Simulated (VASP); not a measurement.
# Zn3In8O15 in VASP: notebook

The runs below take Zn3In8O15 through single point, with PBE.

Everything below comes from runs of VASP 6.6.1. Logs are shortened: lines on timing, memory, paths and dates and some standing lists are left out, and cuts for length are marked.

## Step 1: The cell of the first run

The cell holds a disordered packing, 26 atoms: a = 7.167 Å, b = 6.956 Å, c = 7.002 Å, α = 86.96°, β = 89.41°, γ = 91.02°.

## Step 2: Single point, PBE

The input, INCAR:

```
SYSTEM = Zn3In8O15
ALGO = Normal
EDIFF = 1E-6
ENCUT = 520
GGA = PE
GGA_COMPAT = .False.
ISIF = 2
ISMEAR = -1
ISYM = 0
LASPH = .True.
LCHARG = .False.
LREAL = .False.
LWAVE = .False.
NBANDS = 134
NELM = 120
PREC = Accurate
SIGMA = 0.1861
```

The input, KPOINTS:

```
k-points
0
Gamma
  1 1 1
  0 0 0
```

The input, POSCAR:

```
Zn3In8O15
1.0
    7.1668360000     -0.0632620000      0.0376150000
   -0.0632620000      6.9529050000      0.1854250000
    0.0376150000      0.1854250000      6.9995360000
Zn O In
3 15 8
Direct
    0.2676459255      0.9012074860      0.9792033501
    1.0426240993      0.1591371842      0.2068963831
    0.2860233533      0.0631914153      0.5721693500
    0.5137471067      0.9811688652      0.4269691828
    0.6348564515      0.7491381806      0.0931518786
    0.0289105043      0.4187223118      0.1695698039
    0.2350210932      0.7959396094      0.4755044591
    0.1106988287      0.3448507783      0.6994975250
    0.7544180209      0.1832727245      0.1462971576
    0.0610977749      1.0133768038     -0.0173465193
    0.0034195402      1.0102196305      0.6524320182
    0.8088367422      0.6471720069      0.7888372510
    0.6273691368      0.1960661869      0.7532320624
    0.6909235874      0.6004499737      0.4541706012
    0.3701263360      0.2428148553      0.3791360961
    0.9081649285      1.0403106786      0.4796764769
    0.4456928316      0.9263243596      0.7857955970
    0.2743274552      0.5675009963      0.9603181269
    0.6819042181      0.2191333854      0.4292733640
    0.9024180345      0.7205599552      0.2261068042
    0.7222114771      0.4288410949      0.9941547776
    0.7782594615     -0.0319524890      0.8217385496
    0.0801961067      0.6349608290      0.6617718391
    0.2829422660      0.2725962297      0.9279320759
    0.4026115478      0.6785542831      0.2461455786
    0.4995935363      0.6508441707      0.6714013627
```

Potentials or basis: VASP PAW PBE potentials, release 64 (Zn, O, In_d).

On the command line:

```
$ cat potpaw_PBE.64/Zn/POTCAR potpaw_PBE.64/O/POTCAR potpaw_PBE.64/In_d/POTCAR > POTCAR
$ mpirun -np 1 vasp_gam > vasp.out
```

OUTCAR:

```text
SYSTEM = Zn3In8O15
   EDIFF = 1E-6
   ENCUT = 520
   GGA = PE
   ISIF = 2
   ISMEAR = -1
   ISYM = 0
   LASPH = .True.
   LREAL = .False.
   NELM = 120
   PREC = Accurate

 ion  position               nearest neighbor table
   1  0.268  0.901  0.979-  10 1.69  17 1.85  18 2.33  25 2.57  24 2.59   2 2.95   3 3.01  23 3.25
                            26 3.30  20 3.31
   2  0.043  0.159  0.207-   6 1.82  10 1.92   9 2.12  16 2.24  24 2.67   1 2.95  19 3.05  20 3.19
                            21 3.31
   3  0.286  0.063  0.572-  15 1.88   4 2.02   7 2.04  17 2.09  11 2.12  24 2.95   1 3.01  19 3.15
                            26 3.32  23 3.33
   4  0.514  0.981  0.427-   3 2.02  19 2.03  25 2.63  26 2.79
   5  0.635  0.749  0.093-  25 2.01  20 2.15  21 2.46  22 2.57
   6  0.029  0.419  0.170-   2 1.82  20 2.35  21 2.53  24 2.72
   7  0.235  0.796  0.476-  23 1.99   3 2.04  25 2.20  26 2.54
   8  0.111  0.345  0.699-  23 2.04  24 2.08
   9  0.754  0.183  0.146-  21 1.98  19 2.07   2 2.12  22 2.79
  10  0.061  0.013  0.983-   1 1.69   2 1.92  22 2.35  24 2.40  20 2.80
  11  0.003  0.010  0.652-  16 1.40  22 2.00   3 2.12  23 2.67
  12  0.809  0.647  0.789-  21 2.12  23 2.14  22 2.27  26 2.37
  13  0.627  0.196  0.753-  22 1.98  19 2.29  21 2.49  24 2.82
  14  0.691  0.600  0.454-  26 2.09  20 2.30  25 2.59  19 2.67
  15  0.370  0.243  0.379-   3 1.88  19 2.27
  16  0.908  0.040  0.480-  11 1.40  19 2.08   2 2.24  22 2.58  20 2.92
  17  0.446  0.926  0.786-   1 1.85   3 2.09  26 2.16  22 2.41  24 2.91
  18  0.274  0.568  0.960-  24 2.08   1 2.33  25 2.37  23 2.55  26 2.61
  19  0.682  0.219  0.429-   4 2.03   9 2.07  16 2.08  15 2.27  13 2.29  14 2.67   2 3.05   3 3.15
                            22 3.26  21 3.31  26 3.77  25 3.96  20 3.99
  20  0.902  0.721  0.226-   5 2.15  14 2.30   6 2.35  10 2.80  16 2.92  21 2.95   2 3.19   1 3.31
                            23 3.35  22 3.37  25 3.59  25 3.61  19 3.99
  21  0.722  0.429  0.994-   9 1.98  12 2.12   5 2.46  13 2.49   6 2.53  20 2.95  26 3.14   2 3.31
                            19 3.31  24 3.36  25 3.43  22 3.51  23 3.67  22 3.89
  22  0.778  0.968  0.822-  13 1.98  11 2.00  12 2.27  10 2.35  17 2.41   5 2.57  16 2.58   9 2.79
                            26 3.18  19 3.26  20 3.37  23 3.42  21 3.51  21 3.89
  23  0.080  0.635  0.662-   7 1.99   8 2.04  12 2.14  18 2.55  11 2.67  26 3.01   1 3.25   3 3.33
                            20 3.35  24 3.41  22 3.42  21 3.67  25 3.69
  24  0.283  0.273  0.928-   8 2.08  18 2.08  10 2.40   1 2.59   2 2.67   6 2.72  13 2.82  17 2.91
                             3 2.95  21 3.36  23 3.41  26 3.44  25 3.78
  25  0.403  0.679  0.246-   5 2.01   7 2.20  18 2.37   1 2.57  14 2.59   4 2.63  26 3.06  21 3.43
                            20 3.59  20 3.61  23 3.69  24 3.78  19 3.96
  26  0.500  0.651  0.671-  14 2.09  17 2.16  12 2.37   7 2.54  18 2.61   4 2.79  23 3.01  25 3.06
                            21 3.14  22 3.18   1 3.30   3 3.32  24 3.44  19 3.77

IMPORTANT INFORMATION: All symmetrisations will be switched off!
NOSYMM: (Re-)initialisation of all symmetry stuff for point group C_1.

----------------------------------------------------------------------------------------

                                     Primitive cell

  volume of cell :     348.5040

  direct lattice vectors                    reciprocal lattice vectors
     7.166836000 -0.063262000  0.037615000     0.139547094  0.001290600 -0.000784105
    -0.063262000  6.952905000  0.185425000     0.001290600  0.143938393 -0.003820014
     0.037615000  0.185425000  6.999536000    -0.000784105 -0.003820014  0.142972023

  length of vectors
     7.167213909  6.955664774  7.002092654     0.139555265  0.143994858  0.143025196

  position of ions in fractional coordinates (direct lattice)
     0.267645925  0.901207486  0.979203350
     0.042624099  0.159137184  0.206896383
     0.286023353  0.063191415  0.572169350
     0.513747107  0.981168865  0.426969183
     0.634856451  0.749138181  0.093151879
     0.028910504  0.418722312  0.169569804
[... 18 lines left out ...]
     0.402611548  0.678554283  0.246145579
     0.499593536  0.650844171  0.671401363

  ion indices of the primitive-cell ions
   primitive index   ion index
                 1           1
                 2           2
                 3           3
                 4           4
                 5           5
                 6           6
[... 18 lines left out ...]
                25          25
                26          26

----------------------------------------------------------------------------------------

 KPOINTS: k-points

Automatic generation of k-mesh.
 Grid dimensions read from file:
 generate k-points for:    1    1    1

 Generating k-lattice:

  Cartesian coordinates                     Fractional coordinates (reciprocal lattice)
     0.139547094  0.001290600 -0.000784105     1.000000000 -0.000000000  0.000000000
     0.001290600  0.143938393 -0.003820014    -0.000000000  1.000000000  0.000000000
    -0.000784105 -0.003820014  0.142972023     0.000000000  0.000000000  1.000000000

  Length of vectors
     0.139555265  0.143994858  0.143025196

  Shift w.r.t. Gamma in fractional coordinates (k-lattice)
     0.000000000  0.000000000  0.000000000

 Subroutine IBZKPT returns following result:
 ===========================================

 Found      1 irreducible k-points:

 Following reciprocal coordinates:
            Coordinates               Weight
  0.000000  0.000000  0.000000      1.000000
   k-points           NKPTS =      1   k-points in BZ     NKDIM =      1   number of bands    NBANDS=    134
   number of dos      NEDOS =    301   number of ions     NIONS =     26
   total plane-waves  NPLWV = 157464
   dimension x,y,z NGX =    54 NGY =   54 NGZ =   54
   dimension x,y,z NGXF=   108 NGYF=  108 NGZF=  108
   ions per type =               3  15   8
   NGX,Y,Z   is equivalent  to a cutoff of  12.53, 12.91, 12.82 a.u.
   NGXF,Y,Z  is equivalent  to a cutoff of  25.05, 25.81, 25.64 a.u.
 SYSTEM =  Zn3In8O15
   PREC   = accura    normal or accurate (medium, high low for compatibility)
   ISTART =      0    job   : 0-new  1-cont  2-samecut
   ICHARG =      2    charge: 1-file 2-atom 10-const
   ISPIN  =      1    spin polarized calculation?
   LNONCOLLINEAR =      F non collinear calculations
   LSORBIT =      F    spin-orbit coupling
   LASPH  =      T    aspherical Exc in radial PAW
   ENCUT  =  520.0 eV  38.22 Ry    6.18 a.u.  13.33 12.93 13.02*2*pi/ulx,y,z
   NELM   =    120;   NELMIN=  2; NELMDL= -5     # of ELM steps
   EDIFF  = 0.1E-05   stopping-criterion for ELM
   LREAL  =      F    real-space projection
   EDIFFG = 0.1E-04   stopping-criterion for IOM
   NSW    =      0    number of steps for IOM
   IBRION =     -1    ionic relax: 0-MD 1-quasi-New 2-CG
   NFREE  =      0    steps in history (QN), initial steepest desc. (CG)
   ISIF   =      2    stress and relaxation
   ISYM   =      0    0-nonsym 1-usesym 2-fastsym
   POTIM  = 0.5000    time-step for ionic-motion
   TEBEG  =    0.0;   TEEND  =   0.0 temperature during run
   PSTRESS=    0.0 pullay stress
   NELECT =     230.0000    total number of electrons
   NUPDOWN=      -1.0000    fix difference up-down
   EMIN   =  10.00;   EMAX   =-10.00  energy-range for DOS
   EFERMI =   0.00;   METHOD = LEGACY
   ISMEAR =    -1;   SIGMA  =   0.19  broadening in eV -4-tet -1-fermi 0-gaus
   EFERMI_NEDOS =   21; number of points for ismear=-14 and -15
   IALGO  =     38    algorithm
   IMIX   =      4    mixing-type and parameters
     AMIX     =   0.40;   BMIX     =  1.00
     AMIX_MAG =   1.60;   BMIX_MAG =  1.00
  volume/ion in A,a.u.               =      13.40        90.45
  Fermi-wavevector in a.u.,A,eV,Ry     =   1.425328  2.693479 27.641053  2.031560
  Thomas-Fermi vector in A             =   2.545724
   LORBIT       =      0    0 simple, 1 ext, 2 COOP (PROOUT), +10 PAW based schemes
   GGA     = PE    functional components
   LHFCALC =     F    Hartree Fock is set to
   AEXX    =    0.0000 exact exchange contribution
   IVDW    =     0    specifies the selected vdW correction
   LEPSILON=     F    determine dielectric tensor
   LRPA    =     F    only Hartree local field effects (RPA)
 non-spin polarized calculation
  energy-cutoff  :      520.00
  volume of cell :      348.50
 maximum number of plane-waves:      4686
 NGX is ok and might be reduce to    54
   NGX = 27   NGY = 25   NGZ = 27

 number of electron     230.0000062 magnetization

 Free energy of the ion-electron system (eV)
  ---------------------------------------------------
  ext. energy  EPLUGINS =         0.00000000
  ---------------------------------------------------
  free energy    TOTEN  =      -114.48865003 eV

  energy without entropy =     -113.81645474  energy(sigma->0) =     -114.15255238

 E-fermi :   5.9185     XC(G=0): -10.8526

 val. band max:        5.7939165621   @ k =   0.0000   0.0000   0.0000
 cond. band min:       6.1220503211   @ k =   0.0000   0.0000   0.0000
 fundamental gap:      0.3281337590
 Fermi energy:         5.9185219820

 k-point     1 :       0.0000    0.0000    0.0000
  band No.  band energies     occupation
      1     -17.7797      2.00000
      2     -14.3265      2.00000
      3     -13.7331      2.00000
      4     -13.4018      2.00000
      5     -13.1139      2.00000
      6     -12.9994      2.00000
[... 119 lines left out ...]
    126       9.4329      0.00000
    127       9.8691      0.00000
 [bands above 127 left out]

------------------------ aborting loop because EDIFF is reached ----------------------------------------

  FORCE on cell =-STRESS in cart. coord.  units (eV):
  Direction    XX          YY          ZZ          XY          YZ          ZX
  --------------------------------------------------------------------------------------
  -------------------------------------------------------------------------------------
  Total       21.5033502     21.3793084     27.1657882      4.7929383     -8.5874441     -5.0826538
  in kB       98.8573335     98.2870761    124.8892547     22.0345710    -39.4790492    -23.3664799
  external PRESSURE =     107.3445548 kB  Pullay stress =       0.0000000 kB

 VOLUME and BASIS-vectors are now :
 -----------------------------------------------------------------------------
  energy-cutoff  :      520.00
  volume of cell :      348.50
      direct lattice vectors                 reciprocal lattice vectors
     7.166836000 -0.063262000  0.037615000     0.139547094  0.001290600 -0.000784105
    -0.063262000  6.952905000  0.185425000     0.001290600  0.143938393 -0.003820014
     0.037615000  0.185425000  6.999536000    -0.000784105 -0.003820014  0.142972023

 POSITION                                       TOTAL-FORCE (eV/Angst)
 -----------------------------------------------------------------------------------
      1.89800      6.43065      7.03114         3.730099     -3.159697     -0.649891
      0.30320      1.14213      1.47929        -0.934470     -0.298728      2.150922
      2.06741      0.52736      4.02740         0.078022      0.163512      0.154609
      3.63593      6.86864      3.18984         1.139757     -2.485706     -0.642471
      4.50602      5.18580      0.81481         1.219533     -0.408711     -1.295884
      0.18709      2.94095      1.26564        -0.927909      3.146079      0.152499
[... 18 lines left out ...]
      2.85178      4.73809      1.86387         0.063645     -0.715797      2.011971
      3.56459      4.61815      4.83897         0.605053      0.754820     -0.030178
 -----------------------------------------------------------------------------------
    total drift:                                0.004751      0.002417      0.000014

  FREE ENERGIE OF THE ION-ELECTRON SYSTEM (eV)
  ---------------------------------------------------
  free  energy   TOTEN  =      -114.4886500281 eV

  energy  without entropy=     -113.8164547404  energy(sigma->0) =     -114.15255238
```

Wall time 1.8 min (1 thread of Intel Xeon Platinum 8259CL at 2.50GHz (Skylake/Cascade Lake), shared host); peak memory 0.36 GiB.

What came out:

```yaml
Free_energy: -114.4887 eV
Pressure: 10.7 GPa
Largest_force: 4.931 eV/Å
```

Forces in eV/Å, atoms in the order of the input:
```
Zn   3.730 -3.160 -0.650
Zn  -0.934 -0.299  2.151
Zn   0.078  0.164  0.155
O    1.140 -2.486 -0.642
O    1.220 -0.409 -1.296
O   -0.928  3.146  0.152
O   -0.081 -1.628 -1.272
O    0.636  0.271 -0.194
O   -0.250 -1.133 -0.131
O   -4.159  0.903  0.899
O    2.059 -0.845 -0.199
O    0.540  0.957  0.667
O    0.124  4.079 -0.164
O   -0.819 -1.452 -1.433
O   -0.509  2.414 -1.637
O    0.913 -0.704 -2.851
O   -0.679 -1.487  0.312
O    1.667  2.169 -0.440
In  -1.767  1.997  1.095
In  -0.006 -0.541  1.557
In   0.777 -0.406 -1.379
In  -1.741 -1.201  2.897
In  -1.848 -1.572  0.932
In   0.169  1.183 -0.509
In   0.064 -0.716  2.012
In   0.605  0.755 -0.030
```

Stress tensor (GPa, compression positive):
```
 9.89  2.20 -2.34
 2.20  9.83 -3.95
-2.34 -3.95 12.49
```

Caveat: the k points lie up to 0.90 Å⁻¹ apart; the atoms stand as in a frame of molecular dynamics; spin-orbit coupling is left out, which moves the levels of the heavy elements.

## Step 3: Single point, PBE

The input, INCAR:

```
SYSTEM = Zn3In8O15
ALGO     = Normal         ! electronic algorithm
EDIFF    = 1E-6           ! SCF threshold, eV
ENCUT    = 520            ! plane-wave cutoff, eV
GGA      = PE             ! functional
GGA_COMPAT= .FALSE.      
ISIF     = 2              ! what is computed and relaxed
ISMEAR   = -1             ! smearing method
ISYM     = 0            
LASPH    = .TRUE.         ! aspherical terms in the spheres
LCHARG   = .TRUE.         ! write CHGCAR
LELF     = .TRUE.         ! ELF
LREAL    = .FALSE.        ! projectors in reciprocal space
LVHAR    = .TRUE.       
LWAVE    = .FALSE.        ! write WAVECAR
NBANDS   = 134            ! bands
NELM     = 120            ! most SCF steps
PREC     = Accurate       ! precision mode
SIGMA    = 0.1861         ! smearing width, eV
```

The input, KPOINTS:

```
k-points
0
G
  1 1 1
  0 0 0
```

The input, POSCAR:

```
Zn3In8O15
1.0
    7.1668360000     -0.0632620000      0.0376150000
   -0.0632620000      6.9529050000      0.1854250000
    0.0376150000      0.1854250000      6.9995360000
Zn O In
3 15 8
Direct
    0.2781496717      0.8763884332      0.9857504947
    1.0582344378      0.1904683073      0.2225373119
    0.2563742867      0.0590426743      0.5833228793
    0.5472547188      0.9003708274      0.4545643816
    0.6796018099      0.8127378872      0.0976925978
   -0.0092134588      0.5087337407      0.0820912430
    0.2158703234      0.7376865333      0.4523014829
    0.1476736726      0.3185618241      0.6344507591
    0.6809764164      0.1827048949      0.1406614691
    0.0170300566      1.0060672343      0.0122877284
   -0.0109407139      0.9255023784      0.6575151919
    0.7945538548      0.6673186673      0.7524323459
    0.6505559256      0.3045936861      0.7382580866
    0.6757284906      0.5439294856      0.3800290974
    0.2914880418      0.2377625715      0.2928976367
    0.9409649230      1.0236778917      0.4611092980
    0.4610301526      0.9407207807      0.8235646191
    0.3551935108      0.5743198692      0.8830781261
    0.6372294391      0.2026518535      0.4260607981
    0.9153610993      0.7449340588      0.2331553541
    0.7363998681      0.4266068307      0.9861203296
    0.7281404608     -0.0322856822      0.8322551051
    0.0740481555      0.5967630819      0.6418035259
    0.2967930854      0.2607045270      0.8983735481
    0.3997052238      0.6488888358      0.2680637510
    0.5152985246      0.6920461474      0.6786177525
```

Potentials or basis: VASP PAW PBE potentials, release 64 (Zn, O, In_d).

On the command line:

```
$ cat potpaw_PBE.64/Zn/POTCAR potpaw_PBE.64/O/POTCAR potpaw_PBE.64/In_d/POTCAR > POTCAR
$ mpirun -np 1 vasp_gam > vasp.out
```

Wall time 99 s (1 thread of Intel Xeon Platinum 8259CL at 2.50GHz (Skylake/Cascade Lake), shared host); peak memory 0.36 GiB.

Results (log left out):

| Item | Value |
| --- | --- |
| Free energy | -118.0539 eV |
| Pressure | 7.4 GPa |
| Largest force | 6.146 eV/Å |

Forces on the atoms (eV/Å):
```
Zn  -2.769 -0.841  1.722
Zn  -2.249  0.179 -0.296
Zn  -0.235 -0.295 -2.017
O   -0.814  1.336  0.612
O   -1.594 -1.040 -0.872
O    1.573 -0.810  0.409
O   -0.009  1.863 -1.464
O    0.606 -0.653  1.294
O    0.476 -0.063 -0.001
O    1.424 -0.543  0.209
O    1.060  2.416 -0.775
O    0.342 -1.033  0.982
O   -1.297 -2.123 -1.051
O   -1.058 -1.579 -0.105
O    2.903  0.506 -0.018
O   -0.561 -0.997 -0.792
O   -3.078  2.338 -1.383
O   -1.777 -1.030  1.929
In  -0.207  0.514  0.356
In  -0.391  0.733  1.202
In   0.097  1.499 -0.533
In   5.279  2.424  2.007
In  -3.848 -1.456  3.327
In   0.479  1.658  0.715
In   3.994 -0.884 -1.366
In   1.652 -2.121 -4.089
```

Stress tensor (GPa, compression positive):
```
 7.66  5.40 -3.26
 5.40  5.06 -1.16
-3.26 -1.16  9.48
```

Levels at points of the mesh, in eV from the Fermi level:
```csv
k point,band 113,band 114,band 115,band 116,band 117,band 118
"(0.00, 0.00, 0.00)",-0.93,-0.74,-0.52,0.43,1.20,1.79
```

Caveat: the k points lie up to 0.90 Å⁻¹ apart; the atoms stand as in a frame of molecular dynamics; spin-orbit coupling is left out, which moves the levels of the heavy elements.
